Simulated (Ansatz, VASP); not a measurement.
**One calculation of MnSb, two programs**

```
CELL_PARAMETERS angstrom
4.09824 0.00000 0.00000
-2.04912 3.54918 0.00000
0.00000 0.00000 5.59648
ATOMIC_POSITIONS crystal
Mn 0.00000 0.00000 0.00000
Mn 0.00000 0.00000 0.50000
Sb 0.33333 0.66667 0.25000
Sb 0.66667 0.33333 0.75000
```

Alike in both runs: functional PBE; k mesh 12 × 12 × 6; occupations gaussian, width 0.1 eV; collinear spin.

Ansatz relaxed the structure, and its values are those at the end. VASP's run is a single point on that final structure, the one shown.

|  | VASP | Ansatz |
| --- | --- | --- |
| version | VASP 6.6.1 | Ansatz 0.2.0 |
| potentials or method | VASP PAW PBE potentials, release 64 (Mn_pv, Sb), cutoff 520 eV | scalar-relativistic, plane waves, PAW |
| valence electrons in the cell | 36 | 60 |

```csv
,VASP,Ansatz,Ansatz less VASP
gap on the k mesh at the Fermi level (eV),none,none,-
pressure (GPa),0.0,0.0,+0.04
net moment per atom (μB),1.60,1.60,+0.001
size of the moment on the site where the two differ most (μB),3.24,3.26,+0.016
```

Site moments also hang on the region over which each program counts them. A gap of «none» marks a metal or a gap that the smearing closes. VASP's potentials hold 36 valence electrons a cell and Ansatz's 60, so a difference there can come from the potentials and not from the codes.

Spin-orbit coupling is off throughout.
